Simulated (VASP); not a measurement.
# BN (F-43m) in VASP: further runs

Runs on BN. Level: r2SCAN. Tasks: single point.

Program: VASP 6.6.1. These are calculated values, not measurements. Logs are shortened: lines on timing, memory, paths and dates and some standing lists are left out, and cuts for length are marked.

## (1) The cell of the first run

It takes space group F-43m (No. 216, cubic). The conventional cell has a = 3.574 Å, b = 3.574 Å, c = 3.574 Å, α = 90.00°, β = 90.00°, γ = 90.00°. Within 2.1 Å of B (site symmetry -43m) lie 4 N at 1.55 Å. N (site symmetry -43m) has 4 B at 1.55 Å within 2.1 Å.

## (2) Single point, r2SCAN (strain -1.0%)

POSCAR

```
BN
1.0
    0.0000000000      1.7867772104      1.7867772104
    1.7867772104      0.0000000000      1.7867772104
    1.7867772104      1.7867772104      0.0000000000
B N
1 1
Direct
    0.0000000000      0.0000000000      0.0000000000
    0.2500000000      0.2500000000      0.2500000000
```

INCAR.step1

```
SYSTEM = BN
ALGO = Normal
EDIFF = 1E-4
ENCUT = 520
GGA = PE
ISMEAR = 0
LASPH = .TRUE.
LCHARG = .FALSE.
LREAL = .FALSE.
LWAVE = .TRUE.
NBANDS = 11
NELM = 100
PREC = Accurate
SIGMA = 0.01
```

INCAR.step2

```
SYSTEM = BN
ALGO = Normal
EDIFF = 1E-6
ENCUT = 520
ISIF = 2
ISMEAR = 0
ISTART = 1
LASPH = .TRUE.
LCHARG = .FALSE.
LMIXTAU = .TRUE.
LREAL = .FALSE.
LWAVE = .FALSE.
METAGGA = R2SCAN
NBANDS = 11
NELM = 100
PREC = Accurate
SIGMA = 0.01
```

KPOINTS

```
k-points
0
G
  12 12 12
  0 0 0
```

Potentials or basis: VASP PAW PBE potentials, release 64 (B, N).

Run with:

```
cat potpaw_PBE.64/B/POTCAR potpaw_PBE.64/N/POTCAR > POTCAR
cp INCAR.step1 INCAR
mpirun -np 1 vasp_std > vasp.out
cp INCAR.step2 INCAR
mpirun -np 1 vasp_std > vasp.out
```

OUTCAR:

```text
SYSTEM = BN
   EDIFF = 1E-6
   ENCUT = 520
   ISIF = 2
   ISMEAR = 0
   ISTART = 1
   LASPH = .TRUE.
   LREAL = .FALSE.
   METAGGA = R2SCAN
   NELM = 100
   PREC = Accurate

 ion  position               nearest neighbor table
   1  0.000  0.000  0.000-   2 1.55   2 1.55   2 1.55   2 1.55
   2  0.250  0.250  0.250-   1 1.55   1 1.55   1 1.55   1 1.55

  LATTYP: Found a face centered cubic cell.
 ALAT       =     3.5735544208

  Lattice vectors:

 A1 = (   0.0000000000,   1.7867772104,   1.7867772104)
 A2 = (   1.7867772104,   0.0000000000,   1.7867772104)
 A3 = (   1.7867772104,   1.7867772104,   0.0000000000)

Analysis of symmetry for initial positions (statically):
=====================================================================
 Subroutine PRICEL returns:
 Original cell was already a primitive cell.

 Routine SETGRP: Setting up the symmetry group for a
 face centered cubic supercell.

 Subroutine GETGRP returns: Found 24 space group operations
 (whereof 24 operations were pure point group operations)
 out of a pool of 48 trial point group operations.

The static configuration has the point symmetry T_d .

Analysis of symmetry for dynamics (positions and initial velocities):
=====================================================================
 Subroutine PRICEL returns:
 Original cell was already a primitive cell.

 Routine SETGRP: Setting up the symmetry group for a
 face centered cubic supercell.

 Subroutine GETGRP returns: Found 24 space group operations
 (whereof 24 operations were pure point group operations)
 out of a pool of 48 trial point group operations.

The dynamic configuration has the point symmetry T_d .

 Subroutine INISYM returns: Found 24 space group operations
 (whereof 24 operations are pure point group operations),
 and found     1 'primitive' translations

----------------------------------------------------------------------------------------

                                     Primitive cell

  volume of cell :      11.4088

  direct lattice vectors                    reciprocal lattice vectors
     0.000000000  1.786777210  1.786777210    -0.279833433  0.279833433  0.279833433
     1.786777210  0.000000000  1.786777210     0.279833433 -0.279833433  0.279833433
     1.786777210  1.786777210  0.000000000     0.279833433  0.279833433 -0.279833433

  length of vectors
     2.526884564  2.526884564  2.526884564     0.484685723  0.484685723  0.484685723

  position of ions in fractional coordinates (direct lattice)
     0.000000000  0.000000000  0.000000000
[... 87 lines left out ...]
   TEBEG  =    0.0;   TEEND  =   0.0 temperature during run
   PSTRESS=    0.0 pullay stress
   NELECT =       8.0000    total number of electrons
   NUPDOWN=      -1.0000    fix difference up-down
   EMIN   =  10.00;   EMAX   =-10.00  energy-range for DOS
   EFERMI =   0.00;   METHOD = LEGACY
   ISMEAR =     0;   SIGMA  =   0.01  broadening in eV -4-tet -1-fermi 0-gaus
   EFERMI_NEDOS =   21; number of points for ismear=-14 and -15
   IALGO  =     38    algorithm
   IMIX   =      4    mixing-type and parameters
     AMIX     =   0.40;   BMIX     =  1.00
     AMIX_MAG =   1.60;   BMIX_MAG =  1.00
  volume/ion in A,a.u.               =       5.70        38.50
  Fermi-wavevector in a.u.,A,eV,Ry     =   1.454424  2.748463 28.781080  2.115350
  Thomas-Fermi vector in A             =   2.571576
   LORBIT       =      0    0 simple, 1 ext, 2 COOP (PROOUT), +10 PAW based schemes
   METAGGA = R2SCAN    functional components
   LHFCALC =     F    Hartree Fock is set to
   AEXX    =    0.0000 exact exchange contribution
   IVDW    =     0    specifies the selected vdW correction
   LEPSILON=     F    determine dielectric tensor
   LRPA    =     F    only Hartree local field effects (RPA)
 non-spin polarized calculation
 Gauss-broadening in eV      SIGMA  =   0.01
  energy-cutoff  :      520.00
  volume of cell :       11.41
 maximum number of plane-waves:       331
   NGX =  9   NGY =  9   NGZ =  9

 number of electron       7.9999998 magnetization

 Free energy of the ion-electron system (eV)
  ---------------------------------------------------
  ext. energy  EPLUGINS =         0.00000000
  ---------------------------------------------------
  free energy    TOTEN  =       -19.15481291 eV

  energy without entropy =      -19.15481291  energy(sigma->0) =      -19.15481291

 E-fermi :   7.7422     XC(G=0): -13.8309

 val. band max:        7.6739521938   @ k =   0.0000   0.0000   0.0000
 cond. band min:      12.6920832668   @ k =   0.5000   0.5000   0.0000
 fundamental gap:      5.0181310730
 Fermi energy:         7.7421789755

 k-point     1 :       0.0000    0.0000    0.0000
  band No.  band energies     occupation
      1     -14.0244      2.00000
      2       7.6740      2.00000
      3       7.6740      2.00000
      4       7.6740      2.00000
      5      17.3701      0.00000
      6      17.3701      0.00000
      7      17.3701      0.00000
      8      19.3374      0.00000
      9      34.4961      0.00000
     10      36.8485      0.00000
     11      36.8485      0.00000
[... 309 lines left out ...]
 k-point    24 :      -0.4167    0.1667    0.0000
  band No.  band energies     occupation
      1      -9.1696      2.00000
      2      -3.0026      2.00000
      3       3.2537      2.00000
      4       4.9157      2.00000
      5      17.8618      0.00000
      6      21.0498      0.00000
      7      21.1438      0.00000
      8      24.9687      0.00000
      9      30.4937      0.00000
     10      34.6969      0.00000
     11      36.6527      0.00000

 [... further k-points ...]

------------------------ aborting loop because EDIFF is reached ----------------------------------------

  FORCE on cell =-STRESS in cart. coord.  units (eV):
  Direction    XX          YY          ZZ          XY          YZ          ZX
  --------------------------------------------------------------------------------------
  -------------------------------------------------------------------------------------
  Total        0.9790331      0.9790331      0.9790331     -0.0000000      0.0000000     -0.0000000
  in kB      137.4886236    137.4886236    137.4886236     -0.0000000      0.0000000     -0.0000000
  external PRESSURE =     137.4886236 kB  Pullay stress =       0.0000000 kB

 VOLUME and BASIS-vectors are now :
 -----------------------------------------------------------------------------
  energy-cutoff  :      520.00
  volume of cell :       11.41
      direct lattice vectors                 reciprocal lattice vectors
     0.000000000  1.786777210  1.786777210    -0.279833433  0.279833433  0.279833433
     1.786777210  0.000000000  1.786777210     0.279833433 -0.279833433  0.279833433
     1.786777210  1.786777210  0.000000000     0.279833433  0.279833433 -0.279833433

 POSITION                                       TOTAL-FORCE (eV/Angst)
 -----------------------------------------------------------------------------------
      0.00000      0.00000      0.00000        -0.000000      0.000000     -0.000000
      0.89339      0.89339      0.89339         0.000000     -0.000000      0.000000
 -----------------------------------------------------------------------------------
    total drift:                                0.000000      0.000000      0.000000

  FREE ENERGIE OF THE ION-ELECTRON SYSTEM (eV)
  ---------------------------------------------------
  free  energy   TOTEN  =       -19.1548129106 eV

  energy  without entropy=      -19.1548129106  energy(sigma->0) =      -19.15481291
```

Wall time 42 s (1 thread of AMD EPYC 7R13 (Zen 3), shared host); peak memory 0.09 GiB.

What came out:

```yaml
Free_energy: -19.1548 eV
Pressure: 13.7 GPa
Band_gap_on_the_k_mesh: 5.02 eV, indirect (least direct gap 9.70 eV)
```

Levels at points of the mesh, in eV from the valence-band top:
```
           k point  band 2  band 3  band 4  band 5  band 6  band 7
(0.00, 0.00, 0.00)    0.00    0.00    0.00    9.70    9.70    9.70
(0.50, 0.00, 0.00)  -11.41   -2.08   -2.08   11.26   11.66   11.66
(0.50, 0.50, 0.00)   -9.55   -5.28   -5.28    5.02   10.02   19.82
```

Caveat: the cell differs from its parent crystal (strain -1.0%); the PAW data sets were made with another functional, which shifts forces and pressure a little. A k mesh can miss the band edges.

## (3) Single point, r2SCAN

This run uses another cell than the first one, of 5.88 Å³/atom, 1.031 times its volume.

POSCAR

```
BN
1.0
    0.0000000000      1.8048254650      1.8048254650
    1.8048254650      0.0000000000      1.8048254650
    1.8048254650      1.8048254650      0.0000000000
B N
1 1
Direct
    0.0000000000      0.0000000000      0.0000000000
    0.2500000000      0.2500000000      0.2500000000
```

INCAR.step1

```
PREC = Accurate
ENCUT = 520
ISMEAR = 0
SIGMA = 0.01
LREAL = F
LASPH = T
NELM = 100
NBANDS = 11
GGA = PE
ALGO = Normal
EDIFF = 1E-4
LWAVE = T
LCHARG = F
```

INCAR.step2

```
PREC = Accurate
ENCUT = 520
EDIFF = 1E-6
ISMEAR = 0
SIGMA = 0.01
LREAL = F
LASPH = T
NELM = 100
ALGO = Normal
ISIF = 2
LWAVE = F
LCHARG = F
METAGGA = R2SCAN
LMIXTAU = T
NBANDS = 11
ISTART = 1
```

KPOINTS

```
Automatic mesh
0
Gamma
  12 12 12
```

Potentials or basis: VASP PAW PBE potentials, release 64 (B, N).

Run with:

```
cat potpaw_PBE.64/B/POTCAR potpaw_PBE.64/N/POTCAR > POTCAR
cp INCAR.step1 INCAR
mpirun -np 1 vasp_std > vasp.out
cp INCAR.step2 INCAR
mpirun -np 1 vasp_std > vasp.out
```

Run time: 58 s. Hardware: 1 thread of AMD EPYC 7R13 (Zen 3), shared host; peak memory 0.09 GiB.

It converged, with:

| Item | Value |
| --- | --- |
| Free energy | -19.1716 eV |
| Pressure | 1.1 GPa |
| Band gap on the k mesh | 4.98 eV, indirect (least direct gap 9.55 eV) |

Levels at points of the mesh, in eV from the valence-band top:
| k point | band 1 | band 2 | band 3 | band 4 | band 5 | band 6 | band 7 | band 8 |
| --- | --- | --- | --- | --- | --- | --- | --- | --- |
| (0.00, 0.00, 0.00) | -21.34 | 0.00 | 0.00 | 0.00 | 9.55 | 9.55 | 9.55 | 11.14 |
| (0.50, 0.00, 0.00) | -17.03 | -11.12 | -2.02 | -2.02 | 10.85 | 11.49 | 11.49 | 16.45 |
| (0.50, 0.50, 0.00) | -15.60 | -9.35 | -5.12 | -5.12 | 4.98 | 9.84 | 19.33 | 19.33 |

Caveat: the PAW data sets were made with another functional, which shifts forces and pressure a little. A k mesh can miss the band edges.

## (4) Single point, r2SCAN (strain +1.0%)

POSCAR

```
BN
1.0
    0.0000000000      1.8228737197      1.8228737197
    1.8228737197      0.0000000000      1.8228737197
    1.8228737197      1.8228737197      0.0000000000
B N
1 1
Direct
    0.0000000000      0.0000000000      0.0000000000
    0.2500000000      0.2500000000      0.2500000000
```

INCAR.step1

```
ALGO = Normal
EDIFF = 1E-4
ENCUT = 520
GGA = PE
ISMEAR = 0
LASPH = T
LCHARG = F
LREAL = F
LWAVE = T
NBANDS = 11
NELM = 60
PREC = Accurate
SIGMA = 0.01
```

INCAR.step2

```
ALGO = Normal
EDIFF = 1E-6
ENCUT = 520
ISIF = 2
ISMEAR = 0
ISTART = 1
LASPH = T
LCHARG = F
LMIXTAU = T
LREAL = F
LWAVE = F
METAGGA = R2SCAN
NBANDS = 11
NELM = 60
PREC = Accurate
SIGMA = 0.01
```

KPOINTS

```
k-points
0
Gamma
  12 12 12
```

Potentials or basis: VASP PAW PBE potentials, release 64 (B, N).

Run with:

```
cat potpaw_PBE.64/B/POTCAR potpaw_PBE.64/N/POTCAR > POTCAR
cp INCAR.step1 INCAR
mpirun -np 1 vasp_std > vasp.out
cp INCAR.step2 INCAR
mpirun -np 1 vasp_std > vasp.out
```

OUTCAR:

```text
EDIFF = 1E-6
   ENCUT = 520
   ISIF = 2
   ISMEAR = 0
   ISTART = 1
   LASPH = T
   LREAL = F
   METAGGA = R2SCAN
   NELM = 60
   PREC = Accurate

 ion  position               nearest neighbor table
   1  0.000  0.000  0.000-   2 1.58   2 1.58   2 1.58   2 1.58
   2  0.250  0.250  0.250-   1 1.58   1 1.58   1 1.58   1 1.58

  LATTYP: Found a face centered cubic cell.
 ALAT       =     3.6457474394

  Lattice vectors:

 A1 = (   0.0000000000,   1.8228737197,   1.8228737197)
[... 521 lines left out ...]

------------------------ aborting loop because EDIFF is reached ----------------------------------------

  FORCE on cell =-STRESS in cart. coord.  units (eV):
  Direction    XX          YY          ZZ          XY          YZ          ZX
  --------------------------------------------------------------------------------------
  -------------------------------------------------------------------------------------
  Total       -0.7596391     -0.7596391     -0.7596391     -0.0000000     -0.0000000      0.0000000
  in kB     -100.4657757   -100.4657757   -100.4657757     -0.0000000     -0.0000000      0.0000000
  external PRESSURE =    -100.4657757 kB  Pullay stress =       0.0000000 kB

 VOLUME and BASIS-vectors are now :
 -----------------------------------------------------------------------------
  energy-cutoff  :      520.00
  volume of cell :       12.11
      direct lattice vectors                 reciprocal lattice vectors
     0.000000000  1.822873720  1.822873720    -0.274292176  0.274292176  0.274292176
     1.822873720  0.000000000  1.822873720     0.274292176 -0.274292176  0.274292176
     1.822873720  1.822873720  0.000000000     0.274292176  0.274292176 -0.274292176

 POSITION                                       TOTAL-FORCE (eV/Angst)
 -----------------------------------------------------------------------------------
      0.00000      0.00000      0.00000        -0.000000     -0.000000     -0.000000
      0.91144      0.91144      0.91144         0.000000      0.000000      0.000000
 -----------------------------------------------------------------------------------
    total drift:                                0.000000      0.000000      0.000000

  FREE ENERGIE OF THE ION-ELECTRON SYSTEM (eV)
  ---------------------------------------------------
  free  energy   TOTEN  =       -19.1622684334 eV

  energy  without entropy=      -19.1622684334  energy(sigma->0) =      -19.16226843
```

OUTCAR.step1:

```text
EDIFF = 1E-4
   ENCUT = 520
   GGA = PE
   ISMEAR = 0
   LASPH = T
[... 556 lines left out ...]
 -----------------------------------------------------------------------------------
      0.00000      0.00000      0.00000        -0.000000     -0.000000     -0.000000
      0.91144      0.91144      0.91144         0.000000      0.000000      0.000000
 -----------------------------------------------------------------------------------
    total drift:                               -0.000000     -0.000000     -0.000000

  FREE ENERGIE OF THE ION-ELECTRON SYSTEM (eV)
  ---------------------------------------------------
  free  energy   TOTEN  =       -17.4475067399 eV

  energy  without entropy=      -17.4475067399  energy(sigma->0) =      -17.44750674
```

Run time: 60 s. Hardware: 1 thread of AMD EPYC 7R13 (Zen 3), shared host; peak memory 0.09 GiB.

Results:

| Property | Result |
| --- | --- |
| Free energy | -19.1623 eV |
| Pressure | -10.0 GPa |
| Band gap on the k mesh | 4.94 eV, indirect (least direct gap 9.40 eV) |

Caveat: the cell differs from its parent crystal (strain +1.0%); the PAW data sets were made with another functional, which shifts forces and pressure a little.

## (5) Single point, r2SCAN (strain +2.0%)

POSCAR

```
BN
1.0
    0.0000000000      1.8409219743      1.8409219743
    1.8409219743      0.0000000000      1.8409219743
    1.8409219743      1.8409219743      0.0000000000
B N
1 1
Direct
    0.0000000000      0.0000000000      0.0000000000
    0.2500000000      0.2500000000      0.2500000000
```

INCAR.step1

```
SYSTEM = BN
PREC = Accurate
ENCUT = 520
ISMEAR = 0
SIGMA = 0.01
LREAL = .False.
LASPH = .True.
NELM = 60
NBANDS = 11
GGA = PE
ALGO = Normal
EDIFF = 1E-4
LWAVE = .True.
LCHARG = .False.
```

INCAR.step2

```
SYSTEM = BN
PREC = Accurate
ENCUT = 520
EDIFF = 1E-7
ISMEAR = 0
SIGMA = 0.01
LREAL = .False.
LASPH = .True.
NELM = 60
ALGO = Normal
ISIF = 2
LWAVE = .False.
LCHARG = .False.
METAGGA = R2SCAN
LMIXTAU = .True.
NBANDS = 11
ISTART = 1
```

KPOINTS

```
Automatic mesh
0
Gamma
  12 12 12
  0 0 0
```

Run with:

```
cat potpaw_PBE.64/B/POTCAR potpaw_PBE.64/N/POTCAR > POTCAR
cp INCAR.step1 INCAR
mpirun -np 1 vasp_std > vasp.out
cp INCAR.step2 INCAR
mpirun -np 1 vasp_std > vasp.out
```

Run time: 63 s. Hardware: 1 thread of AMD EPYC 7R13 (Zen 3), shared host; peak memory 0.09 GiB.

The run converged. Its results:

```yaml
Free_energy: -19.1288 eV
Pressure: -20.0 GPa
Band_gap_on_the_k_mesh: 4.91 eV, indirect (least direct gap 9.26 eV)
```

Levels at points of the mesh, in eV from the valence-band top:
| k point | band 2 | band 3 | band 4 | band 5 | band 6 | band 7 |
| --- | --- | --- | --- | --- | --- | --- |
| (0.00, 0.00, 0.00) | 0.00 | 0.00 | 0.00 | 9.26 | 9.26 | 9.26 |
| (0.50, 0.00, 0.00) | -10.58 | -1.91 | -1.91 | 10.05 | 11.16 | 11.16 |
| (0.50, 0.50, 0.00) | -8.96 | -4.83 | -4.83 | 4.91 | 9.49 | 18.39 |

Caveat: the cell differs from its parent crystal (strain +2.0%); the PAW data sets were made with another functional, which shifts forces and pressure a little. A k mesh can miss the band edges.

## (6) The runs side by side

```csv
cell,gap on the mesh (eV),pressure (GPa)
"a = 2.527 Å, angles 60.0°, 2 atoms",5.02,13.7
"a = 2.552 Å, angles 60.0°, 2 atoms",4.98,1.1
"a = 2.578 Å, angles 60.0°, 2 atoms",4.94,-10.0
"a = 2.603 Å, angles 60.0°, 2 atoms",4.91,-20.0
```

Alike in all rows: task single point; level r2SCAN; potentials or basis VASP PAW PBE potentials, release 64 (B, N); no spin polarisation; k mesh 12 × 12 × 12; cutoff (eV) 520; smearing gaussian 0.01 eV.

Caveats: the PAW data sets were made with another functional, which shifts forces and pressure a little.

Absolute energies hang on the potentials; compare differences alone.
